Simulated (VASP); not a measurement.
# Fe (P6_3/mmc) in VASP: further runs, part 3 of 3

VASP 6.6.1. The steps go on from the part before.

## (5) Single point, PBE (volume scaled by 0.91, then relaxed in part)

Contents of INCAR:

```
SYSTEM = Fe
PREC = Accurate
ENCUT = 520
EDIFF = 1E-6
ISMEAR = 0
SIGMA = 0.1
LREAL = .FALSE.
LASPH = .TRUE.
NELM = 60
ALGO = Normal
ISIF = 2
LWAVE = .FALSE.
LCHARG = .FALSE.
GGA = PE
NBANDS = 15
```

Contents of KPOINTS:

```
Automatic mesh
0
G
  21 21 12
  0 0 0
```

Contents of POSCAR:

```
Fe
1.0
    2.3826912710      0.0000000000      0.0000000000
   -1.1913456355      2.0634711701      0.0000000000
    0.0000000000      0.0000000000      3.7752455810
Fe
2
Direct
    0.3333333333      0.6666666667      0.2500000000
    0.6666666667      0.3333333333      0.7500000000
```

Potentials or basis: VASP PAW PBE potentials, release 64 (Fe).

Started as:

```sh
$ cat potpaw_PBE.64/Fe/POTCAR > POTCAR
$ mpirun -np 1 vasp_std > vasp.out
```

OUTCAR:

```text
SYSTEM = Fe
   PREC = Accurate
   ENCUT = 520
   EDIFF = 1E-6
   ISMEAR = 0
   LREAL = .FALSE.
   LASPH = .TRUE.
   NELM = 60
   ISIF = 2
   GGA = PE

 ion  position               nearest neighbor table
   1  0.333  0.667  0.250-   2 2.34   2 2.34   2 2.34   2 2.34   2 2.34   2 2.34
   2  0.667  0.333  0.750-   1 2.34   1 2.34   1 2.34   1 2.34   1 2.34   1 2.34

  LATTYP: Found a hexagonal cell.
 ALAT       =     2.3826912710
 C/A-ratio  =     1.5844459695

  Lattice vectors:

 A1 = (   2.3826912710,   0.0000000000,   0.0000000000)
 A2 = (  -1.1913456355,   2.0634711701,   0.0000000000)
 A3 = (   0.0000000000,   0.0000000000,   3.7752455810)

Analysis of symmetry for initial positions (statically):
=====================================================================
 Subroutine PRICEL returns:
 Original cell was already a primitive cell.

 Routine SETGRP: Setting up the symmetry group for a
 hexagonal supercell.

 Subroutine GETGRP returns: Found 24 space group operations
 (whereof 12 operations were pure point group operations)
 out of a pool of 24 trial point group operations.

The static configuration has the point symmetry D_3d.
 The point group associated with its full space group is D_6h.

Analysis of symmetry for dynamics (positions and initial velocities):
=====================================================================
 Subroutine PRICEL returns:
 Original cell was already a primitive cell.

 Routine SETGRP: Setting up the symmetry group for a
 hexagonal supercell.

 Subroutine GETGRP returns: Found 24 space group operations
 (whereof 12 operations were pure point group operations)
 out of a pool of 24 trial point group operations.

The dynamic configuration has the point symmetry D_3d.
 The point group associated with its full space group is D_6h.

 Subroutine INISYM returns: Found 24 space group operations
 (whereof 12 operations are pure point group operations),
 and found     1 'primitive' translations

----------------------------------------------------------------------------------------

                                     Primitive cell

  volume of cell :      18.5614

  direct lattice vectors                    reciprocal lattice vectors
     2.382691271  0.000000000  0.000000000     0.419693484  0.242310146  0.000000000
    -1.191345636  2.063471170  0.000000000     0.000000000  0.484620292  0.000000000
     0.000000000  0.000000000  3.775245581     0.000000000  0.000000000  0.264883430

  length of vectors
     2.382691271  2.382691271  3.775245581     0.484620292  0.484620292  0.264883430

  position of ions in fractional coordinates (direct lattice)
     0.333333333  0.666666667  0.250000000
     0.666666667  0.333333333  0.750000000

  ion indices of the primitive-cell ions
   primitive index   ion index
                 1           1
                 2           2

----------------------------------------------------------------------------------------

 KPOINTS: Automatic mesh

Automatic generation of k-mesh.
 Grid dimensions read from file:
 generate k-points for:   21   21   12

 Generating k-lattice:

[... 42 lines left out ...]
 [... further k-points ...]
   k-points           NKPTS =    336   k-points in BZ     NKDIM =    336   number of bands    NBANDS=     15
   number of dos      NEDOS =    301   number of ions     NIONS =      2
   total plane-waves  NPLWV =   9072
   dimension x,y,z NGX =    18 NGY =   18 NGZ =   28
   dimension x,y,z NGXF=    36 NGYF=   36 NGZF=   56
   ions per type =               2
   NGX,Y,Z   is equivalent  to a cutoff of  12.56, 12.56, 12.33 a.u.
   NGXF,Y,Z  is equivalent  to a cutoff of  25.12, 25.12, 24.66 a.u.
 SYSTEM =  Fe
   PREC   = accura    normal or accurate (medium, high low for compatibility)
   ISTART =      0    job   : 0-new  1-cont  2-samecut
   ICHARG =      2    charge: 1-file 2-atom 10-const
   ISPIN  =      1    spin polarized calculation?
   LNONCOLLINEAR =      F non collinear calculations
   LSORBIT =      F    spin-orbit coupling
   LASPH  =      T    aspherical Exc in radial PAW
   ENCUT  =  520.0 eV  38.22 Ry    6.18 a.u.   4.43  4.43  7.02*2*pi/ulx,y,z
   NELM   =     60;   NELMIN=  2; NELMDL= -5     # of ELM steps
   EDIFF  = 0.1E-05   stopping-criterion for ELM
   LREAL  =      F    real-space projection
   EDIFFG = 0.1E-04   stopping-criterion for IOM
   NSW    =      0    number of steps for IOM
   IBRION =     -1    ionic relax: 0-MD 1-quasi-New 2-CG
   NFREE  =      0    steps in history (QN), initial steepest desc. (CG)
   ISIF   =      2    stress and relaxation
   ISYM   =      2    0-nonsym 1-usesym 2-fastsym
   POTIM  = 0.5000    time-step for ionic-motion
   TEBEG  =    0.0;   TEEND  =   0.0 temperature during run
   PSTRESS=    0.0 pullay stress
   NELECT =      16.0000    total number of electrons
   NUPDOWN=      -1.0000    fix difference up-down
   EMIN   =  10.00;   EMAX   =-10.00  energy-range for DOS
   EFERMI =   0.00;   METHOD = LEGACY
   ISMEAR =     0;   SIGMA  =   0.10  broadening in eV -4-tet -1-fermi 0-gaus
   EFERMI_NEDOS =   21; number of points for ismear=-14 and -15
   IALGO  =     38    algorithm
   IMIX   =      4    mixing-type and parameters
     AMIX     =   0.40;   BMIX     =  1.00
     AMIX_MAG =   1.60;   BMIX_MAG =  1.00
  volume/ion in A,a.u.               =       9.28        62.63
  Fermi-wavevector in a.u.,A,eV,Ry     =   1.558037  2.944263 33.027850  2.427479
  Thomas-Fermi vector in A             =   2.661600
   LORBIT       =      0    0 simple, 1 ext, 2 COOP (PROOUT), +10 PAW based schemes
   GGA     = PE    functional components
   LHFCALC =     F    Hartree Fock is set to
   AEXX    =    0.0000 exact exchange contribution
   IVDW    =     0    specifies the selected vdW correction
   LEPSILON=     F    determine dielectric tensor
   LRPA    =     F    only Hartree local field effects (RPA)
 non-spin polarized calculation
 Gauss-broadening in eV      SIGMA  =   0.10
  energy-cutoff  :      520.00
  volume of cell :       18.56
 maximum number of plane-waves:       527
 NGX is ok and might be reduce to    18
   NGX =  9   NGY =  9   NGZ = 15

 number of electron      15.9999996 magnetization

 Free energy of the ion-electron system (eV)
  ---------------------------------------------------
  ext. energy  EPLUGINS =         0.00000000
  ---------------------------------------------------
  free energy    TOTEN  =       -16.14461167 eV

  energy without entropy =      -16.13210925  energy(sigma->0) =      -16.13836046

 E-fermi :   8.0170     XC(G=0): -14.3481

 val. band max:        8.0159987425   @ k =   0.2381   0.0476   0.0833
 cond. band min:       8.0188000679   @ k =   0.2381   0.2381   0.1667
 fundamental gap:      0.0028013254
 Fermi energy:         8.0169540419

 k-point     1 :       0.0000    0.0000    0.0000
  band No.  band energies     occupation
      1      -1.4395      2.00000
      2       2.4976      2.00000
      3       6.1224      2.00000
      4       6.1224      2.00000
      5       6.2577      2.00000
      6       6.6576      2.00000
      7       6.6576      2.00000
      8       7.0644      2.00000
      9       7.0644      2.00000
     10       8.5824      0.00000
     11       8.8303      0.00000
     12       8.8303      0.00000
     13      17.7609      0.00000
     14      30.7051      0.00000
[... 401 lines left out ...]
      2       3.6089      2.00000
      3       4.6998      2.00000
      4       4.8152      2.00000
      5       6.1556      2.00000
      6       6.2365      2.00000
      7       6.8723      2.00000
      8       7.2944      2.00000
      9       7.5562      2.00000
     10       8.0459      0.68200
     11       9.0723      0.00000
     12      14.5479      0.00000
     13      17.9225      0.00000
     14      23.7254      0.00000
     15      26.2915      0.00000

 [... further k-points ...]

------------------------ aborting loop because EDIFF is reached ----------------------------------------

  FORCE on cell =-STRESS in cart. coord.  units (eV):
  Direction    XX          YY          ZZ          XY          YZ          ZX
  --------------------------------------------------------------------------------------
  -------------------------------------------------------------------------------------
  Total        3.8233158      3.8233158      3.7981909      0.0000000      0.0000000      0.0000000
  in kB      330.0193170    330.0193170    327.8506030      0.0000000      0.0000000      0.0000000
  external PRESSURE =     329.2964123 kB  Pullay stress =       0.0000000 kB

 VOLUME and BASIS-vectors are now :
 -----------------------------------------------------------------------------
  energy-cutoff  :      520.00
  volume of cell :       18.56
      direct lattice vectors                 reciprocal lattice vectors
     2.382691271  0.000000000  0.000000000     0.419693484  0.242310146  0.000000000
    -1.191345636  2.063471170  0.000000000     0.000000000  0.484620292  0.000000000
     0.000000000  0.000000000  3.775245581     0.000000000  0.000000000  0.264883430

 POSITION                                       TOTAL-FORCE (eV/Angst)
 -----------------------------------------------------------------------------------
     -0.00000      1.37565      0.94381        -0.000000      0.000000      0.000000
      1.19135      0.68782      2.83143         0.000000      0.000000      0.000000
 -----------------------------------------------------------------------------------
    total drift:                                0.000000     -0.000000     -0.000000

  FREE ENERGIE OF THE ION-ELECTRON SYSTEM (eV)
  ---------------------------------------------------
  free  energy   TOTEN  =       -16.1446116719 eV

  energy  without entropy=      -16.1321092466  energy(sigma->0) =      -16.13836046
```

OSZICAR:

```text
N       E                     dE             d eps       ncg     rms          rms(c)
DAV:   1     0.759566104074E+02    0.75957E+02   -0.72992E+03 10368   0.147E+03
DAV:   2    -0.170767900409E+02   -0.93033E+02   -0.82845E+02 10080   0.246E+02
DAV:   3    -0.191161064918E+02   -0.20393E+01   -0.19580E+01 12278   0.524E+01
DAV:   4    -0.191283472091E+02   -0.12241E-01   -0.12239E-01 11977   0.349E+00
DAV:   5    -0.191285019058E+02   -0.15470E-03   -0.15470E-03 12383   0.391E-01    0.191E+01
DAV:   6    -0.163099396466E+02    0.28186E+01   -0.10066E+01 11312   0.697E+01    0.155E+00
DAV:   7    -0.161875398193E+02    0.12240E+00   -0.52275E-01 12390   0.140E+01    0.127E+00
DAV:   8    -0.161546644320E+02    0.32875E-01   -0.40861E-03 15318   0.990E-01    0.553E-01
DAV:   9    -0.161446388827E+02    0.10026E-01   -0.18661E-03 14714   0.496E-01    0.700E-02
DAV:  10    -0.161446152431E+02    0.23640E-04   -0.13522E-04 12800   0.204E-01    0.295E-02
DAV:  11    -0.161446107019E+02    0.45412E-05   -0.91480E-06 12915   0.690E-02    0.466E-03
DAV:  12    -0.161446116719E+02   -0.96994E-06   -0.35070E-07  6533   0.823E-03
   1 F= -.16144612E+02 E0= -.16138360E+02  d E =-.125024E-01
```

It took 41 s on 1 thread of Intel Xeon 6975P-C (Granite Rapids), shared host; peak memory 0.19 GiB.

Results:

| Quantity | Value |
| --- | --- |
| Free energy | -16.1446 eV |
| Pressure | 32.9 GPa |
| Band gap on the k mesh | zero (band 8 reaches 9.06 eV, above the bottom of band 9 at 6.91 eV) |

Stress tensor (GPa, compression positive):
```
33.00  0.00  0.00
 0.00 33.00  0.00
 0.00  0.00 32.79
```

Levels at points of the mesh, in eV from the Fermi level:
```csv
k point,band 5,band 6,band 7,band 8,band 9,band 10,band 11,band 12
"(0.00, 0.00, 0.00)",-1.76,-1.36,-1.36,-0.95,-0.95,0.57,0.81,0.81
"(0.00, 0.00, 0.50)",-2.02,-2.02,-2.02,-2.02,0.37,0.37,0.37,0.37
```

Caveat: the run has no spin polarisation, though such a crystal can be magnetic. Spin polarisation is off, so any magnetic state and its effect on volume and gap are missing.

## (6) Single point, PBE (volume scaled by 0.94, then relaxed in part)

Contents of INCAR:

```
SYSTEM = Fe
  ALGO = Fast
  EDIFF = 1E-7
  ENCUT = 520
  GGA = PE
  ISIF = 2
  ISMEAR = 0
  LASPH = .TRUE.
  LCHARG = .FALSE.
  LREAL = .FALSE.
  LWAVE = .FALSE.
  NBANDS = 15
  NELM = 60
  PREC = Accurate
  SIGMA = 0.1
```

Contents of KPOINTS:

```
k-points
0
G
  21 21 12
  0 0 0
```

Contents of POSCAR:

```
Fe
1.0
    2.4091760633      0.0000000000      0.0000000000
   -1.2045880317      2.0864076730      0.0000000000
    0.0000000000      0.0000000000      3.8144342885
Fe
2
Direct
    0.3333333333      0.6666666667      0.2500000000
    0.6666666667      0.3333333333      0.7500000000
```

Potentials or basis: VASP PAW PBE potentials, release 64 (Fe).

Started as:

```sh
$ cat potpaw_PBE.64/Fe/POTCAR > POTCAR
$ mpirun -np 1 vasp_std > vasp.out
```

Run time: 54 s. Hardware: 1 thread of Intel Xeon 6975P-C (Granite Rapids), shared host; peak memory 0.19 GiB.

It converged, with:

| Quantity | Value |
| --- | --- |
| Free energy | -16.2445 eV |
| Pressure | 19.8 GPa |
| Band gap on the k mesh | zero (band 8 reaches 8.61 eV, above the bottom of band 9 at 6.56 eV) |

Stress tensor (GPa, compression positive):
```
19.89  0.00  0.00
 0.00 19.89  0.00
 0.00  0.00 19.69
```

Levels at points of the mesh, in eV from the Fermi level:
```
           k point  band 5  band 6  band 7  band 8  band 9  band 10  band 11  band 12
(0.00, 0.00, 0.00)   -1.67   -1.29   -1.29   -0.91   -0.91     0.56     0.78     0.78
(0.00, 0.00, 0.50)   -1.93   -1.93   -1.93   -1.93    0.35     0.35     0.35     0.35
```

Caveat: the run has no spin polarisation, though such a crystal can be magnetic. Spin polarisation is off, so any magnetic state and its effect on volume and gap are missing.

## (7) Summary

| task | cell | k mesh | cutoff (eV) | gap on the mesh (eV) | pressure (GPa) |
| --- | --- | --- | --- | --- | --- |
| single point | a = 2.460, b = 2.460, c = 3.891 Å, angles 90.0, 90.0, 120.0°, 2 atoms | 18 × 18 × 12 | 520 | none | -0.7 |
| relaxation of cell and atoms | relaxed from a = 2.458, b = 2.458, c = 3.893 Å, angles 90.0, 90.0, 120.0°, 2 atoms | 18 × 18 × 12 | 600 | none | 0.0 |
| single point | a = 2.356, b = 2.356, c = 3.735 Å, angles 90.0, 90.0, 120.0°, 2 atoms | 21 × 21 × 12 | 520 | none | 48.5 |
| single point | a = 2.383, b = 2.383, c = 3.775 Å, angles 90.0, 90.0, 120.0°, 2 atoms | 21 × 21 × 12 | 520 | none | 32.9 |
| single point | a = 2.409, b = 2.409, c = 3.814 Å, angles 90.0, 90.0, 120.0°, 2 atoms | 21 × 21 × 12 | 520 | none | 19.8 |

Alike in all rows: level PBE; potentials or basis VASP PAW PBE potentials, release 64 (Fe); no spin polarisation; smearing gaussian 0.1 eV.

Caveats: the run has no spin polarisation, though such a crystal can be magnetic.

Absolute energies hang on the potentials; compare differences alone.
